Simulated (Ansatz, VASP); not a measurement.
Two plane-wave programs on ZrB2

```
CELL_PARAMETERS angstrom
3.16500 -0.03165 -0.03165
-1.60991 2.75680 -0.01158
-0.03520 -0.03520 3.52000
ATOMIC_POSITIONS crystal
Zr 0.00000 0.00000 0.00000
B 0.33333 0.66667 0.50000
B 0.66667 0.33333 0.50000
```

Change from the starting cell: equal xy, yz and zx shear strains of -2 %, PAW files.

Alike in both runs: task electric field gradients; functional LDA; k mesh 12 × 12 × 9; occupations fermi-dirac, width 0.05 eV; no spin polarisation.

|  | VASP | Ansatz |
| --- | --- | --- |
| version | VASP 6.6.1 | Ansatz 0.2.0 |
| potentials or method | VASP PAW LDA potentials, release 64 (Zr_sv, B) | PAW with Ansatz's default frozen-core files, scalar-relativistic |
| plane-wave cutoff (eV) | 520 | 420 |
| valence electrons in the cell | 18 | 18 |

|  | VASP | Ansatz | Ansatz less VASP |
| --- | --- | --- | --- |
| pressure (GPa) | -6.5 | -6.9 | -0.46 |
| traceless stress, the component that is largest in VASP (GPa) | 5.30 | 5.29 | -0.006 |
| rms of the force components (eV/Å) | 0.023 | 0.023 | -0.0004 |
| size of Vzz on the site where it differs most (V/Å²) | 54.9 | 56.8 | +1.94 |

LDA's correlation is that of Perdew and Zunger in VASP and of Perdew and Wang (1992) in Ansatz. Atom by atom the forces differ by 0.000 eV/Å (rms over components).
